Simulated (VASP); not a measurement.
# Cu (Fm-3m) in VASP: further runs, part 2 of 2

VASP 6.6.1. Earlier steps stand in the parts before.

### 3 Single point, BLYP+D3(BJ)

This run uses another cell than the first one, of 11.81 Å³/atom.

Input file INCAR:

```
SYSTEM = Cu
PREC     = Accurate       ! precision mode
ENCUT    = 600            ! plane-wave cutoff, eV
EDIFF    = 1E-6           ! SCF threshold, eV
ISMEAR   = -1             ! smearing method
SIGMA    = 0.05           ! smearing width, eV
LREAL    = .False.        ! projectors in reciprocal space
LASPH    = .True.         ! aspherical terms in the spheres
NELM     = 120            ! most SCF steps
ALGO     = Normal         ! electronic algorithm
ISIF     = 2              ! what is computed and relaxed
LWAVE    = .False.        ! write WAVECAR
LCHARG   = .False.        ! write CHGCAR
GGA      = B5             ! functional
ALDAX    = 1.0          
AGGAX    = 1.0          
AGGAC    = 1.0          
ALDAC    = 0.0          
IVDW     = 12             ! dispersion correction
VDW_S6   = 1.0          
VDW_S8   = 2.6996       
VDW_A1   = 0.4298       
VDW_A2   = 4.2359       
NBANDS   = 12             ! bands
GGA_COMPAT= .False.
```

Input file KPOINTS:

```
Automatic mesh
0
Gamma
  13 13 13
  0 0 0
```

Input file POSCAR:

```
Cu
1.0
    0.0000000000      1.8075000000      1.8075000000
    1.8075000000      0.0000000000      1.8075000000
    1.8075000000      1.8075000000      0.0000000000
Cu
1
Direct
    0.0000000000      0.0000000000      0.0000000000
```

Potentials or basis: VASP PAW PBE potentials, release 64 (Cu).

Command:

```console
$ cat potpaw_PBE.64/Cu/POTCAR > POTCAR
$ mpirun -np 1 vasp_std > vasp.out
```

OUTCAR:

```text
SYSTEM = Cu
   PREC = Accurate
   ENCUT = 600
   EDIFF = 1E-6
   ISMEAR = -1
   LREAL = .False.
   LASPH = .True.
   NELM = 120
   ISIF = 2
   GGA = B5
   IVDW = 12
 IVDW          = 12

 ion  position               nearest neighbor table
   1  0.000  0.000  0.000-

  LATTYP: Found a face centered cubic cell.
 ALAT       =     3.6150000000

  Lattice vectors:

 A1 = (   0.0000000000,   1.8075000000,   1.8075000000)
 A2 = (   1.8075000000,   0.0000000000,   1.8075000000)
 A3 = (   1.8075000000,   1.8075000000,   0.0000000000)

Analysis of symmetry for initial positions (statically):
=====================================================================
 Subroutine PRICEL returns:
 Original cell was already a primitive cell.

 Routine SETGRP: Setting up the symmetry group for a
 face centered cubic supercell.

 Subroutine GETGRP returns: Found 48 space group operations
 (whereof 48 operations were pure point group operations)
 out of a pool of 48 trial point group operations.

The static configuration has the point symmetry O_h .

Analysis of symmetry for dynamics (positions and initial velocities):
=====================================================================
 Subroutine PRICEL returns:
 Original cell was already a primitive cell.

 Routine SETGRP: Setting up the symmetry group for a
 face centered cubic supercell.

 Subroutine GETGRP returns: Found 48 space group operations
 (whereof 48 operations were pure point group operations)
 out of a pool of 48 trial point group operations.

The dynamic configuration has the point symmetry O_h .

 Subroutine INISYM returns: Found 48 space group operations
 (whereof 48 operations are pure point group operations),
 and found     1 'primitive' translations

----------------------------------------------------------------------------------------

                                     Primitive cell

[... 112 lines left out ...]
   LORBIT       =      0    0 simple, 1 ext, 2 COOP (PROOUT), +10 PAW based schemes
   GGA     = B5    functional components
   LHFCALC =     F    Hartree Fock is set to
   AEXX    =    0.0000 exact exchange contribution
   IVDW    =    12    specifies the selected vdW correction
   LEPSILON=     F    determine dielectric tensor
   LRPA    =     F    only Hartree local field effects (RPA)
 non-spin polarized calculation
  energy-cutoff  :      600.00
  volume of cell :       11.81
 maximum number of plane-waves:       411
   NGX = 11   NGY = 11   NGZ = 11

 number of electron      11.0000001 magnetization

 Free energy of the ion-electron system (eV)
  ---------------------------------------------------
  ext. energy  EPLUGINS =         0.00000000
  ---------------------------------------------------
  free energy    TOTEN  =        -2.95356896 eV

  energy without entropy =       -2.95096948  energy(sigma->0) =       -2.95226922

 E-fermi :   8.2701     XC(G=0): -12.1572

 val. band max:        8.0598134439   @ k =   0.4615   0.2308   0.0000
 cond. band min:       8.2772687974   @ k =   0.4615   0.3077   0.0000
 fundamental gap:      0.2174553535
 Fermi energy:         8.2701299665

 k-point     1 :       0.0000    0.0000    0.0000
  band No.  band energies     occupation
      1      -1.1889      2.00000
      2       4.9425      2.00000
      3       4.9425      2.00000
      4       4.9425      2.00000
      5       5.7579      2.00000
      6       5.7579      2.00000
      7      31.0119      0.00000
      8      33.2637      0.00000
      9      33.2637      0.00000
     10      33.2637      0.00000
     11      35.9025      0.00000
     12      35.9025      0.00000
[... 331 lines left out ...]
 k-point    24 :       0.4615    0.1538    0.0000
  band No.  band energies     occupation
      1       3.2210      2.00000
      2       4.6302      2.00000
      3       4.9958      2.00000
      4       5.2180      2.00000
      5       6.3525      2.00000
      6       7.7468      1.99994
      7      14.1629      0.00000
      8      25.0473      0.00000
      9      26.2198      0.00000
     10      28.6135      0.00000
     11      38.2680      0.00000
     12      38.5285      0.00000

 [... further k-points ...]

------------------------ aborting loop because EDIFF is reached ----------------------------------------

 Edisp (eV)   -1.31854

 E8    (eV) :    -0.9614

  FORCE on cell =-STRESS in cart. coord.  units (eV):
  Direction    XX          YY          ZZ          XY          YZ          ZX
  --------------------------------------------------------------------------------------
  -------------------------------------------------------------------------------------
  Total      -0.61638    -0.61638    -0.61638     0.00000    -0.00000     0.00000
  in kB     -83.61662   -83.61662   -83.61662     0.00000    -0.00000     0.00000
  external pressure =      -83.62 kB  Pullay stress =        0.00 kB

 VOLUME and BASIS-vectors are now :
 -----------------------------------------------------------------------------
  energy-cutoff  :      600.00
  volume of cell :       11.81
      direct lattice vectors                 reciprocal lattice vectors
     0.000000000  1.807500000  1.807500000    -0.276625173  0.276625173  0.276625173
     1.807500000  0.000000000  1.807500000     0.276625173 -0.276625173  0.276625173
     1.807500000  1.807500000  0.000000000     0.276625173  0.276625173 -0.276625173

 POSITION                                       TOTAL-FORCE (eV/Angst)
 -----------------------------------------------------------------------------------
      0.00000      0.00000      0.00000         0.000000      0.000000      0.000000
 -----------------------------------------------------------------------------------
    total drift:                               -0.000000     -0.000000     -0.000000

  FREE ENERGIE OF THE ION-ELECTRON SYSTEM (eV)
  ---------------------------------------------------
  free  energy   TOTEN  =        -4.2721076873 eV

  energy  without entropy=       -4.2695082125  energy(sigma->0) =       -4.27080795
```

OSZICAR:

```text
N       E                     dE             d eps       ncg     rms          rms(c)
DAV:   1     0.444627772356E+02    0.44463E+02   -0.58726E+03  2288   0.171E+03
DAV:   2    -0.231844550996E+01   -0.46781E+02   -0.43204E+02  2064   0.212E+02
DAV:   3    -0.376972885485E+01   -0.14513E+01   -0.14427E+01  2404   0.427E+01
DAV:   4    -0.377945961820E+01   -0.97308E-02   -0.97296E-02  2276   0.307E+00
DAV:   5    -0.377955464186E+01   -0.95024E-04   -0.95023E-04  2440   0.308E-01    0.731E+00
DAV:   6    -0.329292713845E+01    0.48663E+00   -0.12955E+01  2372   0.700E+01    0.363E+00
DAV:   7    -0.296543982644E+01    0.32749E+00   -0.19921E+00  2412   0.277E+01    0.514E-01
DAV:   8    -0.295514253455E+01    0.10297E-01   -0.50263E-03  2420   0.118E+00    0.299E-01
DAV:   9    -0.295356095845E+01    0.15816E-02   -0.85364E-03  2548   0.163E+00    0.230E-02
DAV:  10    -0.295356877754E+01   -0.78191E-05   -0.39436E-05  2692   0.936E-02    0.548E-03
DAV:  11    -0.295356895894E+01   -0.18140E-06   -0.10948E-06  2428   0.128E-02
   1 F= -.42721077E+01 E0= -.42708079E+01  d E =-.259947E-02
```

stdout:

```text
POSCAR found type information on POSCAR Cu
 POSCAR found :  1 types and       1 ions
 scaLAPACK will be used
 -----------------------------------------------------------------------------
|                                                                             |
|                                                                             |
|     You enforced a specific xc type in the INCAR file but a different       |
|     I HOPE YOU KNOW WHAT YOU ARE DOING!                                     |
|                                                                             |
 -----------------------------------------------------------------------------

 LDA part: xc-table for (Slater(with rela. corr.)+VWN5), standard interpolation
 POSCAR, INCAR and KPOINTS ok, starting setup
 FFT: planning ... GRIDC
 FFT: planning ... GRID_SOFT
 FFT: planning ... GRID
 WAVECAR not read
 entering main loop
```

Wall time 9.5 s (1 thread of AMD EPYC 9R45 (Zen 5), shared host); peak memory 0.11 GiB.

Results:

```yaml
Free_energy: -4.2721 eV
Pressure: -8.4 GPa
Band_gap_on_the_k_mesh: zero (an odd number of electrons rules out a gap without spin polarisation)
Dispersion_energy_per_atom: -1.319 eV
```

Caveat: the cell stands under tension; the PAW data sets were made with another functional, which shifts forces and pressure a little.

### 4 Single point, BLYP+D3(BJ)

This run uses another cell than the first one, of 12.05 Å³/atom.

Input file INCAR:

```
  PREC = Accurate
  ENCUT = 600
  EDIFF = 1E-6
  ISMEAR = -1
  SIGMA = 0.05
  LREAL = F
  LASPH = T
  NELM = 120
  ALGO = Normal
  ISIF = 2
  LWAVE = F
  LCHARG = F
  GGA = B5
  ALDAX = 1.0
  AGGAX = 1.0
  AGGAC = 1.0
  ALDAC = 0.0
  IVDW = 12
  VDW_S6 = 1.0
  VDW_S8 = 2.6996
  VDW_A1 = 0.4298
  VDW_A2 = 4.2359
  NBANDS = 12
  GGA_COMPAT = F
```

Input file KPOINTS:

```
Automatic mesh
0
Gamma
  13 13 13
```

Input file POSCAR:

```
Cu
1.0
    0.0000000000      1.8194705475      1.8194705475
    1.8194705475      0.0000000000      1.8194705475
    1.8194705475      1.8194705475      0.0000000000
Cu
1
Direct
    0.0000000000      0.0000000000      0.0000000000
```

Command:

```console
$ cat potpaw_PBE.64/Cu/POTCAR > POTCAR
$ mpirun -np 1 vasp_std > vasp.out
```

Wall time 13 s (1 thread of AMD EPYC 9R45 (Zen 5), shared host); peak memory 0.12 GiB.

Results (log left out):

| Quantity | Value |
| --- | --- |
| Free energy | -4.2581 eV |
| Pressure | -10.7 GPa |
| Band gap on the k mesh | zero (an odd number of electrons rules out a gap without spin polarisation) |
| Dispersion energy per atom | -1.291 eV |

Levels at points of the mesh, in eV from the Fermi level:
```csv
k point,band 3,band 4,band 5,band 6,band 7,band 8,band 9,band 10
"(0.00, 0.00, 0.00)",-3.26,-3.26,-2.47,-2.47,22.59,24.68,24.68,24.68
```

Caveat: the cell stands under tension; the PAW data sets were made with another functional, which shifts forces and pressure a little.

### 5 Summary

| cell | gap on the mesh (eV) | pressure (GPa) |
| --- | --- | --- |
| a = 2.539 Å, angles 60.0°, 1 atom | none | -5.7 |
| a = 2.556 Å, angles 60.0°, 1 atom | none | -8.4 |
| a = 2.573 Å, angles 60.0°, 1 atom | none | -10.7 |

Alike in all rows: task single point; level BLYP+D3(BJ); potentials or basis VASP PAW PBE potentials, release 64 (Cu); no spin polarisation; k mesh 13 × 13 × 13; cutoff (eV) 600; smearing fermi-dirac 0.05 eV.

Caveats: the cell stands under tension; the PAW data sets were made with another functional, which shifts forces and pressure a little.

Total energies depend on the potentials used, so only differences within one code and one set of settings carry meaning.
